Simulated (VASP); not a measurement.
# Tl (Pm-3m) in VASP: further runs

Tl is run at these levels: PBE; tasks: single point.

All numbers are computed with VASP 6.6.1; they aren't measurements. Logs are shortened: lines on timing, memory, paths and dates and some standing lists are left out, and cuts for length are marked.

### Step 1. The cell of the first run

Symmetry: Pm-3m, No. 221, cubic system. Conventional cell: a = 3.113 Å, b = 3.113 Å, c = 3.113 Å, α = 90.00°, β = 90.00°, γ = 90.00°. Within 4.1 Å of Tl (site symmetry m-3m) lie 6 Tl at 3.11 Å.

This isn't the form of Tl at room conditions, which is hcp.

### Step 2. Single point, PBE (30.17 Å³/atom)

Contents of INCAR:

```
SYSTEM = Tl
ALGO     = Normal         ! electronic algorithm
EDIFF    = 1E-7           ! SCF threshold, eV
ENCUT    = 520            ! plane-wave cutoff, eV
GGA      = PE             ! functional
ISIF     = 2              ! what is computed and relaxed
ISMEAR   = -1             ! smearing method
LASPH    = .True.         ! aspherical terms in the spheres
LCHARG   = .False.        ! write CHGCAR
LREAL    = .False.        ! projectors in reciprocal space
LWAVE    = .False.        ! write WAVECAR
NBANDS   = 12             ! bands
NELM     = 80             ! most SCF steps
PREC     = Accurate       ! precision mode
SIGMA    = 0.1            ! smearing width, eV
```

Contents of KPOINTS:

```
k-points
0
Gamma
  16 16 16
  0 0 0
```

Contents of POSCAR:

```
Tl
1.0
    3.1130320491      0.0000000000      0.0000000000
    0.0000000000      3.1130320491      0.0000000000
    0.0000000000      0.0000000000      3.1130320491
Tl
1
Direct
    0.0000000000      0.0000000000      0.0000000000
```

Potentials or basis: VASP PAW PBE potentials, release 64 (Tl_d).

Command:

```console
$ cat potpaw_PBE.64/Tl_d/POTCAR > POTCAR
$ mpirun -np 1 vasp_std > vasp.out
```

OUTCAR:

```text
SYSTEM = Tl
   EDIFF = 1E-7
   ENCUT = 520
   GGA = PE
   ISIF = 2
   ISMEAR = -1
   LASPH = .True.
   LREAL = .False.
   NELM = 80
   PREC = Accurate

 ion  position               nearest neighbor table
   1  0.000  0.000  0.000-

  LATTYP: Found a simple cubic cell.
 ALAT       =     3.1130320491

  Lattice vectors:

 A1 = (   3.1130320491,   0.0000000000,   0.0000000000)
 A2 = (   0.0000000000,   3.1130320491,   0.0000000000)
 A3 = (   0.0000000000,   0.0000000000,   3.1130320491)

Analysis of symmetry for initial positions (statically):
=====================================================================
 Subroutine PRICEL returns:
 Original cell was already a primitive cell.

 Routine SETGRP: Setting up the symmetry group for a
 simple cubic supercell.

 Subroutine GETGRP returns: Found 48 space group operations
 (whereof 48 operations were pure point group operations)
 out of a pool of 48 trial point group operations.

The static configuration has the point symmetry O_h .

Analysis of symmetry for dynamics (positions and initial velocities):
=====================================================================
 Subroutine PRICEL returns:
 Original cell was already a primitive cell.

 Routine SETGRP: Setting up the symmetry group for a
 simple cubic supercell.

 Subroutine GETGRP returns: Found 48 space group operations
 (whereof 48 operations were pure point group operations)
 out of a pool of 48 trial point group operations.

The dynamic configuration has the point symmetry O_h .

 Subroutine INISYM returns: Found 48 space group operations
 (whereof 48 operations are pure point group operations),
 and found     1 'primitive' translations

----------------------------------------------------------------------------------------

                                     Primitive cell

  volume of cell :      30.1683

  direct lattice vectors                    reciprocal lattice vectors
     3.113032049  0.000000000  0.000000000     0.321230230  0.000000000  0.000000000
     0.000000000  3.113032049  0.000000000     0.000000000  0.321230230  0.000000000
     0.000000000  0.000000000  3.113032049     0.000000000  0.000000000  0.321230230

  length of vectors
     3.113032049  3.113032049  3.113032049     0.321230230  0.321230230  0.321230230

  position of ions in fractional coordinates (direct lattice)
     0.000000000  0.000000000  0.000000000

  ion indices of the primitive-cell ions
   primitive index   ion index
                 1           1

----------------------------------------------------------------------------------------

 KPOINTS: k-points

Automatic generation of k-mesh.
 Grid dimensions read from file:
 generate k-points for:   16   16   16

 Generating k-lattice:

  Cartesian coordinates                     Fractional coordinates (reciprocal lattice)
     0.020076889  0.000000000  0.000000000     0.062500000  0.000000000  0.000000000
     0.000000000  0.020076889  0.000000000     0.000000000  0.062500000  0.000000000
     0.000000000  0.000000000  0.020076889     0.000000000  0.000000000  0.062500000

  Length of vectors
     0.020076889  0.020076889  0.020076889

  Shift w.r.t. Gamma in fractional coordinates (k-lattice)
     0.000000000  0.000000000  0.000000000

 Subroutine IBZKPT returns following result:
 ===========================================

 Found    165 irreducible k-points:

 Following reciprocal coordinates:
            Coordinates               Weight
  0.000000  0.000000  0.000000      1.000000
  0.062500  0.000000  0.000000      6.000000
  0.125000  0.000000  0.000000      6.000000
  0.187500  0.000000  0.000000      6.000000
  0.250000  0.000000  0.000000      6.000000
  0.312500  0.000000  0.000000      6.000000
[... 16 lines left out ...]
  0.437500  0.125000  0.000000     24.000000
  0.500000  0.125000  0.000000     12.000000
 [... further k-points ...]
   k-points           NKPTS =    165   k-points in BZ     NKDIM =    165   number of bands    NBANDS=     12
   number of dos      NEDOS =    301   number of ions     NIONS =      1
   total plane-waves  NPLWV =  13824
   dimension x,y,z NGX =    24 NGY =   24 NGZ =   24
   dimension x,y,z NGXF=    48 NGYF=   48 NGZF=   48
   ions per type =               1
   NGX,Y,Z   is equivalent  to a cutoff of  12.82, 12.82, 12.82 a.u.
   NGXF,Y,Z  is equivalent  to a cutoff of  25.63, 25.63, 25.63 a.u.
 SYSTEM =  Tl
   PREC   = accura    normal or accurate (medium, high low for compatibility)
   ISTART =      0    job   : 0-new  1-cont  2-samecut
   ICHARG =      2    charge: 1-file 2-atom 10-const
   ISPIN  =      1    spin polarized calculation?
   LNONCOLLINEAR =      F non collinear calculations
   LSORBIT =      F    spin-orbit coupling
   LASPH  =      T    aspherical Exc in radial PAW
   ENCUT  =  520.0 eV  38.22 Ry    6.18 a.u.   5.79  5.79  5.79*2*pi/ulx,y,z
   NELM   =     80;   NELMIN=  2; NELMDL= -5     # of ELM steps
   EDIFF  = 0.1E-06   stopping-criterion for ELM
   LREAL  =      F    real-space projection
   EDIFFG = 0.1E-05   stopping-criterion for IOM
   NSW    =      0    number of steps for IOM
   IBRION =     -1    ionic relax: 0-MD 1-quasi-New 2-CG
   NFREE  =      0    steps in history (QN), initial steepest desc. (CG)
   ISIF   =      2    stress and relaxation
   ISYM   =      2    0-nonsym 1-usesym 2-fastsym
   POTIM  = 0.5000    time-step for ionic-motion
   TEBEG  =    0.0;   TEEND  =   0.0 temperature during run
   PSTRESS=    0.0 pullay stress
   NELECT =      13.0000    total number of electrons
   NUPDOWN=      -1.0000    fix difference up-down
   EMIN   =  10.00;   EMAX   =-10.00  energy-range for DOS
   EFERMI =   0.00;   METHOD = LEGACY
   ISMEAR =    -1;   SIGMA  =   0.10  broadening in eV -4-tet -1-fermi 0-gaus
   EFERMI_NEDOS =   21; number of points for ismear=-14 and -15
   IALGO  =     38    algorithm
   IMIX   =      4    mixing-type and parameters
     AMIX     =   0.40;   BMIX     =  1.00
     AMIX_MAG =   1.60;   BMIX_MAG =  1.00
  volume/ion in A,a.u.               =      30.17       203.59
  Fermi-wavevector in a.u.,A,eV,Ry     =   1.236533  2.336708 20.803494  1.529014
  Thomas-Fermi vector in A             =   2.371138
   LORBIT       =      0    0 simple, 1 ext, 2 COOP (PROOUT), +10 PAW based schemes
   GGA     = PE    functional components
   LHFCALC =     F    Hartree Fock is set to
   AEXX    =    0.0000 exact exchange contribution
   IVDW    =     0    specifies the selected vdW correction
   LEPSILON=     F    determine dielectric tensor
   LRPA    =     F    only Hartree local field effects (RPA)
 non-spin polarized calculation
  energy-cutoff  :      520.00
  volume of cell :       30.17
 maximum number of plane-waves:       840
 NGX is ok and might be reduce to    24
   NGX = 11   NGY = 11   NGZ = 11

 number of electron      12.9999994 magnetization

 Free energy of the ion-electron system (eV)
  ---------------------------------------------------
  ext. energy  EPLUGINS =         0.00000000
  ---------------------------------------------------
  free energy    TOTEN  =        -2.05120465 eV

  energy without entropy =       -2.03052214  energy(sigma->0) =       -2.04086339

 E-fermi :   6.1020     XC(G=0):  -9.8377

 val. band max:        6.0916141889   @ k =   0.3750   0.3125   0.0625
 cond. band min:       6.1164044119   @ k =   0.4375   0.4375   0.0625
 fundamental gap:      0.0247902231
 Fermi energy:         6.1020298827

 k-point     1 :       0.0000    0.0000    0.0000
  band No.  band energies     occupation
      1      -6.3129      2.00000
      2      -6.3129      2.00000
      3      -5.1286      2.00000
      4      -5.1286      2.00000
      5      -5.1286      2.00000
      6      -3.9482      2.00000
      7      13.1380      0.00000
      8      13.1380      0.00000
      9      13.1380      0.00000
     10      16.2474      0.00000
     11      17.8567      0.00000
     12      17.8567      0.00000

 k-point     2 :       0.0625    0.0000    0.0000
  band No.  band energies     occupation
      1      -6.3097      2.00000
      2      -6.2838      2.00000
      3      -5.1421      2.00000
      4      -5.1421      2.00000
      5      -5.1274      2.00000
      6      -3.8828      2.00000
      7      12.3094      0.00000
      8      13.2206      0.00000
      9      13.2206      0.00000
     10      16.5909      0.00000
     11      17.8614      0.00000
     12      18.4495      0.00000

 k-point     3 :       0.1250    0.0000    0.0000
  band No.  band energies     occupation
      1      -6.3008      2.00000
      2      -6.2037      2.00000
      3      -5.1806      2.00000
      4      -5.1806      2.00000
      5      -5.1242      2.00000
      6      -3.6825      2.00000
      7      10.7453      0.00000
      8      13.4632      0.00000
      9      13.4632      0.00000
     10      16.8861      0.00000
     11      17.8750      0.00000
     12      20.0400      0.00000

 k-point     4 :       0.1875    0.0000    0.0000
  band No.  band energies     occupation
      1      -6.2875      2.00000
      2      -6.0916      2.00000
      3      -5.2375      2.00000
      4      -5.2375      2.00000
      5      -5.1194      2.00000
      6      -3.3377      2.00000
      7       9.0692      0.00000
      8      13.8503      0.00000
      9      13.8503      0.00000
     10      17.0935      0.00000
     11      17.8969      0.00000
     12      22.0369      0.00000

 k-point     5 :       0.2500    0.0000    0.0000
  band No.  band energies     occupation
      1      -6.2717      2.00000
      2      -5.9704      2.00000
      3      -5.3035      2.00000
      4      -5.3035      2.00000
      5      -5.1136      2.00000
      6      -2.8421      2.00000
      7       7.4266      0.00000
      8      14.3547      0.00000
      9      14.3547      0.00000
     10      17.3178      0.00000
     11      17.9254      0.00000
     12      23.3016      0.00000
[... 228 lines left out ...]
      1      -6.1809      2.00000
      2      -5.7740      2.00000
      3      -5.4490      2.00000
      4      -5.3623      2.00000
      5      -5.1578      2.00000
      6      -1.9668      2.00000
      7       6.1538      0.74686
      8      12.3994      0.00000
      9      15.2817      0.00000
     10      17.9635      0.00000
     11      18.4956      0.00000
     12      21.9930      0.00000

 k-point    22 :       0.3750    0.1250    0.0000
  band No.  band energies     occupation
      1      -6.1663      2.00000
      2      -5.6794      2.00000
      3      -5.5079      2.00000
      4      -5.4161      2.00000
      5      -5.1525      2.00000
      6      -1.2352      2.00000
      7       4.7535      2.00000
      8      13.0075      0.00000
      9      15.8773      0.00000
     10      17.5150      0.00000
     11      18.1703      0.00000
     12      21.8718      0.00000

 k-point    23 :       0.4375    0.1250    0.0000
  band No.  band energies     occupation
      1      -6.1567      2.00000
      2      -5.6196      2.00000
      3      -5.5467      2.00000
      4      -5.4517      2.00000
      5      -5.1490      2.00000
      6      -0.5178      2.00000
      7       3.6330      2.00000
      8      13.5801      0.00000
      9      16.3603      0.00000
     10      16.7130      0.00000
     11      18.3088      0.00000
     12      21.4393      0.00000

 k-point    24 :       0.5000    0.1250    0.0000
  band No.  band energies     occupation
      1      -6.1534      2.00000
      2      -5.5991      2.00000
      3      -5.5604      2.00000
      4      -5.4641      2.00000
      5      -5.1477      2.00000
      6      -0.1617      2.00000
      7       3.1423      2.00000
      8      13.8582      0.00000
      9      16.3534      0.00000
     10      16.5558      0.00000
     11      18.3661      0.00000
     12      21.2781      0.00000

 [... further k-points ...]
[... 5 lines left out ...]
  --------------------------------------------------------------------------------------
  -------------------------------------------------------------------------------------
  Total        0.7590977      0.7590977      0.7590977      0.0000000     -0.0000000      0.0000000
  in kB       40.3141459     40.3141459     40.3141459      0.0000000     -0.0000000      0.0000000
  external PRESSURE =      40.3141459 kB  Pullay stress =       0.0000000 kB

 VOLUME and BASIS-vectors are now :
 -----------------------------------------------------------------------------
  energy-cutoff  :      520.00
  volume of cell :       30.17
      direct lattice vectors                 reciprocal lattice vectors
     3.113032049  0.000000000  0.000000000     0.321230230  0.000000000  0.000000000
     0.000000000  3.113032049  0.000000000     0.000000000  0.321230230  0.000000000
     0.000000000  0.000000000  3.113032049     0.000000000  0.000000000  0.321230230

 POSITION                                       TOTAL-FORCE (eV/Angst)
 -----------------------------------------------------------------------------------
      0.00000      0.00000      0.00000         0.000000      0.000000      0.000000
 -----------------------------------------------------------------------------------
    total drift:                                0.000000     -0.000000      0.000000

  FREE ENERGIE OF THE ION-ELECTRON SYSTEM (eV)
  ---------------------------------------------------
  free  energy   TOTEN  =        -2.0512046492 eV

  energy  without entropy=       -2.0305221404  energy(sigma->0) =       -2.04086339
```

It took 27 s on 1 thread of Intel Xeon Platinum 8259CL at 2.50GHz (Skylake/Cascade Lake), shared host; peak memory 0.17 GiB.

Results:

| Property | Result |
| --- | --- |
| Free energy | -2.0512 eV |
| Pressure | 4.0 GPa |
| Band gap on the k mesh | zero (an odd number of electrons rules out a gap without spin polarisation) |

Levels at points of the mesh, in eV from the Fermi level:
| k point | band 2 | band 3 | band 4 | band 5 | band 6 | band 7 | band 8 | band 9 | band 10 | band 11 |
| --- | --- | --- | --- | --- | --- | --- | --- | --- | --- | --- |
| (0.00, 0.00, 0.00) | -12.41 | -11.23 | -11.23 | -11.23 | -10.05 | 7.04 | 7.04 | 7.04 | 10.15 | 11.75 |
| (0.50, 0.00, 0.00) | -11.80 | -11.57 | -11.57 | -11.20 | -6.46 | -3.26 | 10.07 | 10.07 | 11.92 | 12.17 |
| (0.50, 0.50, 0.00) | -12.04 | -11.52 | -11.52 | -10.88 | -3.38 | -0.59 | -0.59 | 4.72 | 13.78 | 14.40 |
| (0.50, 0.50, 0.50) | -12.02 | -12.02 | -10.86 | -10.86 | -0.14 | 2.03 | 2.03 | 2.03 | 7.07 | 8.14 |

Caveat: the cell stands under pressure; spin-orbit coupling is left out, which moves the levels of the heavy elements.

### Step 3. Single point, PBE (31.54 Å³/atom)

This run uses another cell than the first one, of 31.54 Å³/atom.

Contents of INCAR:

```
SYSTEM = Tl
PREC = Accurate
ENCUT = 520
EDIFF = 1E-6
ISMEAR = -1
SIGMA = 0.1
LREAL = .FALSE.
LASPH = .TRUE.
NELM = 60
ALGO = Normal
ISIF = 2
LWAVE = .FALSE.
LCHARG = .TRUE.
GGA = PE
LELF = .TRUE.
LVHAR = .TRUE.
NBANDS = 12
```

Contents of KPOINTS:

```
Automatic mesh
0
G
  16 16 16
  0 0 0
```

Contents of POSCAR:

```
Tl
1.0
    3.1595020651      0.0000000000      0.0000000000
    0.0000000000      3.1595020651      0.0000000000
    0.0000000000      0.0000000000      3.1595020651
Tl
1
Direct
    0.0000000000      0.0000000000      0.0000000000
```

Potentials or basis: VASP PAW PBE potentials, release 64 (Tl_d).

Command:

```console
$ cat potpaw_PBE.64/Tl_d/POTCAR > POTCAR
$ mpirun -np 1 vasp_std > vasp.out
```

Wall time 29 s (1 thread of Intel Xeon Platinum 8259CL at 2.50GHz (Skylake/Cascade Lake), shared host); peak memory 0.18 GiB.

Results (log left out):

- Free energy: -2.0790 eV
- Pressure: 2.4 GPa
- Band gap on the k mesh: zero (an odd number of electrons rules out a gap without spin polarisation)

Levels at points of the mesh, in eV from the Fermi level:
```
           k point  band 2  band 3  band 4  band 5  band 6  band 7  band 8  band 9  band 10  band 11
(0.00, 0.00, 0.00)  -12.31  -11.24  -11.24  -11.24   -9.79    6.82    6.82    6.82     9.76    11.40
(0.50, 0.00, 0.00)  -11.73  -11.55  -11.55  -11.22   -6.45   -3.08    9.69    9.69    11.80    11.94
(0.50, 0.50, 0.00)  -11.97  -11.51  -11.51  -10.92   -3.55   -0.54   -0.54    4.64    13.11    14.17
(0.50, 0.50, 0.50)  -11.95  -11.95  -10.90  -10.90   -0.52    1.96    1.96    1.96     7.06     7.94
```

Caveat: spin-orbit coupling is left out, which moves the levels of the heavy elements.

[end of part 1 of 2]
